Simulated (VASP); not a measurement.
## Se: single point with PBE

Se:

```xyz
1
Lattice="-1.5601 1.5601 1.5601 1.5601 -1.5601 1.5601 1.5601 1.5601 -1.5601" Properties=species:S:1:pos:R:3 pbc="T T T"
Se    0.0000    0.0000    0.0000
```

This isn't the form of Se at room conditions, which is trigonal, of chains.

- Program: VASP 6.6.1
- Task: single point
- Functional: PBE
- Potentials or basis: VASP PAW PBE potentials, release 64 (Se)
- Cutoff: 500 eV
- k mesh: 12 × 12 × 12
- Occupations: fermi-dirac, width 0.05 eV
- Spin: no spin polarisation

| Quantity | Value |
| --- | --- |
| Pressure | 40.3 GPa |
| Band gap on the k mesh | zero (bands 3 and 4 overlap by 10.37 eV) |

Levels at points of the mesh, in eV from the Fermi level:
```
           k point  band 1  band 2  band 3  band 4  band 5  band 6
(0.00, 0.00, 0.00)  -19.19    4.83    4.83    4.83   13.18   13.18
(0.50, 0.00, 0.00)  -13.68   -9.30    0.29    3.13    7.35    7.99
(0.50, 0.50, 0.50)   -9.38   -4.46   -4.46   -4.46    2.60    2.60
```

Run time: 4.4 s on 1 thread of AMD EPYC 9R45 96-Core Processor (Zen 5), with other jobs on the host, peak memory 0.1 GiB.

Caveat: the cell stands under pressure.
